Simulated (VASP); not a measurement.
Runs of VASP 6.6.1 on Ca. The structure is that of space group P6/mmm (No. 191), or close to it. The cells are those of the table. This isn't the form of Ca at room conditions, which is fcc.

| task | cell | k mesh | cutoff (eV) | gap on the mesh (eV) | pressure (GPa) |
| --- | --- | --- | --- | --- | --- |
| single point | a = 6.067, b = 6.067, c = 3.619 Å, angles 90.0, 90.0, 120.0°, 3 atoms | 6 × 6 × 8 | 520 | none | 0.0 |
| single point | a = 5.985, b = 5.985, c = 3.570 Å, angles 90.0, 90.0, 120.0°, 3 atoms | 7 × 7 × 10 | 520 | none | (a) |
| single point | a = 6.225, b = 6.225, c = 3.713 Å, angles 90.0, 90.0, 120.0°, 3 atoms | 7 × 7 × 10 | 520 | none | -1.3 |
| single point | a = 6.067, b = 6.067, c = 3.619 Å, angles 90.0, 90.0, 120.0°, 3 atoms | 8 × 8 × 12 | 520 | none | 0.0 |
| single point | a = 6.067, b = 6.067, c = 3.619 Å, angles 90.0, 90.0, 120.0°, 3 atoms | 7 × 7 × 10 | 520 | none | 0.0 |
| single point | a = 6.301, b = 6.301, c = 3.758 Å, angles 90.0, 90.0, 120.0°, 3 atoms | 7 × 7 × 10 | 520 | none | -1.8 |
| relaxation of cell and atoms | relaxed from a = 6.271, b = 6.271, c = 3.844 Å, angles 90.0, 90.0, 120.0°, 3 atoms | 6 × 6 × 8 | 600 | none | 0.0 |
| single point | a = 6.147, b = 6.147, c = 3.666 Å, angles 90.0, 90.0, 120.0°, 3 atoms | 7 × 7 × 10 | 520 | none | (b) |
| single point | a = 5.901, b = 5.901, c = 3.520 Å, angles 90.0, 90.0, 120.0°, 3 atoms | 7 × 7 × 10 | 520 | none | 1.7 |
| single point | a = 5.814, b = 5.814, c = 3.468 Å, angles 90.0, 90.0, 120.0°, 3 atoms | 7 × 7 × 10 | 520 | none | 2.8 |

Alike in all rows: level LDA; potentials or basis VASP PAW LDA potentials, release 64 (Ca_sv); no spin polarisation; smearing fermi-dirac 0.1 eV.

Question: Estimate the missing entries.

Answer: (a) 0.8; (b) -0.7.

A gap of «none» marks levels without a gap at the run's occupations.
